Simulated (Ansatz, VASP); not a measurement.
## CaBC in VASP and in Ansatz

```
Ca B C
1.0
     2.96198    0.00000    0.00000
    -1.48099    2.56515    0.00000
     0.00000    0.00000    8.19338
Ca B C
2 2 2
Direct
  0.00000 0.00000 0.00000
  0.00000 0.00000 0.50000
  0.66667 0.33333 0.18898
  0.33333 0.66667 0.68898
  0.66667 0.33333 0.75000
  0.33333 0.66667 0.25000
```

Change from the starting cell: all B atoms moved -0.500 Å, as atom 3 along Cartesian [0 0 1].

Alike in both runs: task single point; functional PBE; k mesh 18 × 18 × 6; occupations gaussian, width 0.15 eV; no spin polarisation.

|  | VASP | Ansatz |
| --- | --- | --- |
| version | VASP 6.6.1 | Ansatz 0.2.0 |
| potentials or method | VASP PAW PBE potentials, release 64 (Ca_sv, B, C), cutoff 520 eV | scalar-relativistic, plane waves, PAW |
| valence electrons in the cell | 34 | 34 |

Ansatz gave:

```
gap on the k mesh at the Fermi level (eV)                     : none
pressure (GPa)                                                : 10.0
traceless stress, the component that is largest in VASP (GPa) : -10.34
rms of the force components (eV/Å)                            : 2.726
```

Q: Which values does VASP return?

A: gap on the k mesh at the Fermi level (eV): none; pressure (GPa): 10.7; traceless stress, the component that is largest in VASP (GPa): -10.13; rms of the force components (eV/Å): 2.742.

Atom by atom the forces differ by 0.020 eV/Å (rms over components). A gap of «none» marks a metal or a gap that the smearing closes. With one functional, cell and mesh, what is left measures potentials, basis and numerics.
